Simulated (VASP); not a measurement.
# Sn (I4_1/amd) in VASP: a series of runs, part 2 of 2

VASP 6.6.1.

## Step 3: Single point, r2SCAN (25.10 Å³/atom)

This run uses another cell than the first one, of 25.10 Å³/atom.

Contents of POSCAR:

```
Sn
1.0
   -2.8448876571      2.8448876571      1.5507499429
    2.8448876571     -2.8448876571      1.5507499429
    2.8448876571      2.8448876571     -1.5507499429
Sn
2
Direct
    0.7500000000      0.2500000000      0.5000000000
    0.0000000000      0.0000000000      0.0000000000
```

Contents of INCAR.step1:

```
PREC     = Accurate       # precision mode
ENCUT    = 520            # plane-wave cutoff, eV
ISMEAR   = 0              # smearing method
SIGMA    = 0.1            # smearing width, eV
LREAL    = F              # projectors in reciprocal space
LASPH    = T              # aspherical terms in the spheres
NELM     = 60             # most SCF steps
NBANDS   = 21             # bands
GGA      = PE             # functional
ALGO     = Normal         # electronic algorithm
EDIFF    = 1E-4           # SCF threshold, eV
LWAVE    = T              # write WAVECAR
LCHARG   = F              # write CHGCAR
```

Contents of INCAR.step2:

```
PREC     = Accurate       # precision mode
ENCUT    = 520            # plane-wave cutoff, eV
EDIFF    = 1E-6           # SCF threshold, eV
ISMEAR   = 0              # smearing method
SIGMA    = 0.1            # smearing width, eV
LREAL    = F              # projectors in reciprocal space
LASPH    = T              # aspherical terms in the spheres
NELM     = 60             # most SCF steps
ALGO     = Normal         # electronic algorithm
ISIF     = 2              # what is computed and relaxed
LWAVE    = F              # write WAVECAR
LCHARG   = F              # write CHGCAR
METAGGA  = R2SCAN         # meta-GGA
LMIXTAU  = T            
NBANDS   = 21             # bands
ISTART   = 1
```

Contents of KPOINTS:

```
regular mesh
0
Gamma
  14 14 14
```

Potentials or basis: VASP PAW PBE potentials, release 64 (Sn_d).

Command:

```
$ cat potpaw_PBE.64/Sn_d/POTCAR > POTCAR
$ cp INCAR.step1 INCAR
$ mpirun -np 1 vasp_std > vasp.out
$ cp INCAR.step2 INCAR
$ mpirun -np 1 vasp_std > vasp.out
```

OUTCAR:

```text
PREC = Accurate
   ENCUT = 520
   EDIFF = 1E-6
   ISMEAR = 0
   LREAL = F
   LASPH = T
   NELM = 60
   ISIF = 2
   METAGGA = R2SCAN
   ISTART = 1

 ion  position               nearest neighbor table
   1  0.750  0.250  0.500-   2 2.95   2 2.95   2 2.95   2 2.95   2 3.67   2 3.67   2 3.67   2 3.67

   2  0.000  0.000  0.000-   1 2.95   1 2.95   1 2.95   1 2.95   1 3.67   1 3.67   1 3.67   1 3.67

  LATTYP: Found a body centered tetragonal cell.
 ALAT       =     5.6897753142
[... 768 lines left out ...]

------------------------ aborting loop because EDIFF is reached ----------------------------------------

  FORCE on cell =-STRESS in cart. coord.  units (eV):
  Direction    XX          YY          ZZ          XY          YZ          ZX
  --------------------------------------------------------------------------------------
  -------------------------------------------------------------------------------------
  Total        2.0134228      2.0134228      2.0020086      0.0000000      0.0000000      0.0000000
  in kB       64.2559796     64.2559796     63.8917102      0.0000000      0.0000000      0.0000000
  external PRESSURE =      64.1345565 kB  Pullay stress =       0.0000000 kB

 VOLUME and BASIS-vectors are now :
 -----------------------------------------------------------------------------
  energy-cutoff  :      520.00
  volume of cell :       50.20
      direct lattice vectors                 reciprocal lattice vectors
    -2.844887657  2.844887657  1.550749943     0.000000000  0.175753865  0.322424645
     2.844887657 -2.844887657  1.550749943     0.175753865  0.000000000  0.322424645
     2.844887657  2.844887657 -1.550749943     0.175753865  0.175753865  0.000000000

 POSITION                                       TOTAL-FORCE (eV/Angst)
 -----------------------------------------------------------------------------------
     -0.00000      2.84489      0.77537         0.000000     -0.000000      0.000000
      0.00000      0.00000      0.00000        -0.000000      0.000000     -0.000000
 -----------------------------------------------------------------------------------
    total drift:                                0.000000     -0.000000      0.000000

  FREE ENERGIE OF THE ION-ELECTRON SYSTEM (eV)
  ---------------------------------------------------
  free  energy   TOTEN  =       -49.1505308425 eV

  energy  without entropy=      -49.1459269720  energy(sigma->0) =      -49.14822891
```

OUTCAR.step1:

```text
PREC = Accurate
   ENCUT = 520
   ISMEAR = 0
   LREAL = F
   LASPH = T
[... 800 lines left out ...]
 -----------------------------------------------------------------------------------
     -0.00000      2.84489      0.77537         0.000000     -0.000000      0.000000
      0.00000      0.00000      0.00000        -0.000000      0.000000     -0.000000
 -----------------------------------------------------------------------------------
    total drift:                                0.000000     -0.000000      0.000000

  FREE ENERGIE OF THE ION-ELECTRON SYSTEM (eV)
  ---------------------------------------------------
  free  energy   TOTEN  =        -7.4639782636 eV

  energy  without entropy=       -7.4590419506  energy(sigma->0) =       -7.46151011
```

OSZICAR.step1:

```text
N       E                     dE             d eps       ncg     rms          rms(c)
DAV:   1     0.222537969408E+03    0.22254E+03   -0.14361E+04 10434   0.214E+03
DAV:   2     0.152394253821E+02   -0.20730E+03   -0.20302E+03 10363   0.459E+02
DAV:   3    -0.679131296580E+01   -0.22031E+02   -0.21852E+02 11832   0.134E+02
DAV:   4    -0.746629419545E+01   -0.67498E+00   -0.67450E+00 11694   0.259E+01
DAV:   5    -0.749303489785E+01   -0.26741E-01   -0.26740E-01 14477   0.484E+00    0.275E+00
DAV:   6    -0.747131477254E+01    0.21720E-01   -0.32516E-02 13939   0.266E+00    0.154E+00
DAV:   7    -0.746413989774E+01    0.71749E-02   -0.19755E-02 13925   0.210E+00    0.175E-01
DAV:   8    -0.746397451514E+01    0.16538E-03   -0.22496E-03 13085   0.629E-01    0.375E-02
DAV:   9    -0.746397826363E+01   -0.37485E-05   -0.52762E-05  7469   0.763E-02
   1 F= -.74639783E+01 E0= -.74615101E+01  d E =-.493631E-02
```

Run time: 9.3 min. Hardware: 1 thread of AMD EPYC 9R45 (Zen 5), shared host; peak memory 0.3 GiB.

Results:

```
Free energy            : -49.1505 eV
Pressure               : 6.4 GPa
Band gap on the k mesh : zero (bands 14 and 15 overlap by 4.72 eV)
```

Levels at points of the mesh, in eV from the Fermi level:
```tsv
k point	band 12	band 13	band 14	band 15	band 16	band 17
(0.00, 0.00, 0.00)	-3.38	-2.38	-2.38	3.24	6.99	6.99
(0.50, 0.00, 0.00)	-5.93	-2.24	-2.06	-1.42	2.44	3.25
(0.50, 0.50, 0.00)	-9.76	0.55	0.55	1.99	1.99	6.77
(0.50, 0.50, 0.50)	-8.09	-5.52	-5.52	5.62	5.62	10.80
```

Caveat: the cell stands under pressure; the PAW data sets were made with another functional, which shifts forces and pressure a little; spin-orbit coupling is left out, which moves the levels of the heavy elements.
